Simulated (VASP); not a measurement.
Write the native input for VASP 6.6.1 that does the following.

- Task: single point
- Functional: PBE
- Potentials or basis: VASP PAW PBE potentials, release 64 (Al, P, Ga_d)
- Cutoff: 520 eV
- k mesh: 8 × 8 × 8
- Occupations: gaussian, width 0.01 eV
- Spin: no spin polarisation
- Dipole correction: no
- Further INCAR settings: ALGO = Normal; EDIFF = 1e-06; NBANDS = 26

The structure of Al2GaP3 lies in POSCAR:

```
Al2GaP3
1.0
   -1.9862210340      1.9862210340      8.4170281207
    1.9862210340     -1.9862210340      8.4170281207
    1.9862210340      1.9862210340     -8.4170281207
Al P Ga
2 3 1
Direct
    0.8333289918      0.8333289918      0.0000000000
    0.1666710082      0.1666710082      0.0000000000
    0.2500000000      0.7500000000      0.5000000000
    0.5836993242      0.0836993242      0.5000000000
    0.9163006758      0.4163006758      0.5000000000
    0.5000000000      0.5000000000      0.0000000000
```

These files were run (other wordings do the same):

INCAR

```
SYSTEM = Al2GaP3
PREC = Accurate
ENCUT = 520
EDIFF = 1E-6
ISMEAR = 0
SIGMA = 0.01
LREAL = .False.
LASPH = .True.
NELM = 100
ALGO = Normal
ISIF = 2
LWAVE = .False.
LCHARG = .False.
GGA = PE
NBANDS = 26
```

KPOINTS

```
Automatic mesh
0
Gamma
  8 8 8
  0 0 0
```

Potentials or basis: VASP PAW PBE potentials, release 64 (Al, P, Ga_d).

The run is started by

```sh
$ cat potpaw_PBE.64/Al/POTCAR potpaw_PBE.64/P/POTCAR potpaw_PBE.64/Ga_d/POTCAR > POTCAR
$ mpirun -np 1 vasp_std > vasp.out
```

Results of the run:

* Pressure: -4.2 GPa
* Largest force: 0.036 eV/Å
* Band gap on the k mesh: 1.75 eV

Caveat: the cell stands under tension.

Wall time 7.2 min on 1 thread of AMD EPYC 9R45 96-Core Processor (Zen 5) (shared host), peak memory 0.75 GiB.
